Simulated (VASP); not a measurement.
A run of VASP 6.6.1:

INCAR

```
PREC = Accurate
ENCUT = 520
EDIFF = 1E-8
ISMEAR = 0
SIGMA = 0.01
LREAL = F
LASPH = T
NELM = 60
ALGO = Normal
ISIF = 2
LWAVE = F
LCHARG = T
IBRION = 8
NSW = 1
LEPSILON = T
```

KPOINTS

```
Automatic mesh
0
Gamma
  10 10 10
```

File POSCAR:

```
GaP
1.0
    0.0000000000      2.5790110938      2.5790110938
    2.5790110938      0.0000000000      2.5790110938
    2.5790110938      2.5790110938      0.0000000000
Ga P
1 1
Direct
    0.0000000000      0.0000000000      0.0000000000
    0.7500000000      0.7500000000      0.7500000000
```

Potentials or basis: VASP PAW LDA potentials, release 64 (Ga_d, P).

The run is started by

```console
$ cat potpaw_LDA.64/Ga_d/POTCAR potpaw_LDA.64/P/POTCAR > POTCAR
$ mpirun -np 1 vasp_std > vasp.out
```

Hardware: 1 thread of AMD EPYC 7R13 Processor (Zen 3) (shared host).

**Question.** Estimate the wall time of this run.

**Answer.** It took 13 min on 1 thread of AMD EPYC 7R13 Processor (Zen 3), with other jobs on the host, peak memory 0.28 GiB. Counts: scf iterations 175, k points 47.
